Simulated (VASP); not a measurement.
Here is a VASP 6.6.1 calculation.

INCAR

```
PREC = Accurate
ENCUT = 520
EDIFF = 1E-7
ISMEAR = 0
SIGMA = 0.02
LREAL = False
LASPH = True
NELM = 60
ALGO = Normal
ISIF = 2
LWAVE = False
LCHARG = False
GGA = PE
NBANDS = 35
```

The input KPOINTS:

```
Automatic mesh
0
Gamma
  9 9 2
```

The input POSCAR:

```
WSe2
1.0
    3.3520935147      0.0000000000      0.0000000000
   -1.6760467574      3.0486767421     -0.1724007130
    0.0000000000     -1.4441111562     23.4449039357
W Se
2 4
Direct
    0.6931799039      0.3675905106      0.1394390556
    0.3255893934      0.6324094894      0.8605609444
    0.3380230384      0.6520837028      0.2136354555
    0.6364731242      0.3156779196      0.9194630201
    0.3207952046      0.6843220804      0.0805369799
    0.6859393356      0.3479162972      0.7863645445
```

Potentials or basis: VASP PAW PBE potentials, release 64 (W_sv, Se).

Run with:

```sh
$ cat potpaw_PBE.64/W_sv/POTCAR potpaw_PBE.64/Se/POTCAR > POTCAR
$ mpirun -np 1 vasp_std > vasp.out
```

(1) Predict the band gap on the k mesh.

(2) What does it give for the largest force?

Results:

(1) 0.05 eV, indirect (least direct gap 0.58 eV).

(2) 4.574 eV/Å.

Caveat: the cell differs from its parent crystal (strained and its atoms moved); spin-orbit coupling is left out, which moves the levels of the heavy elements.
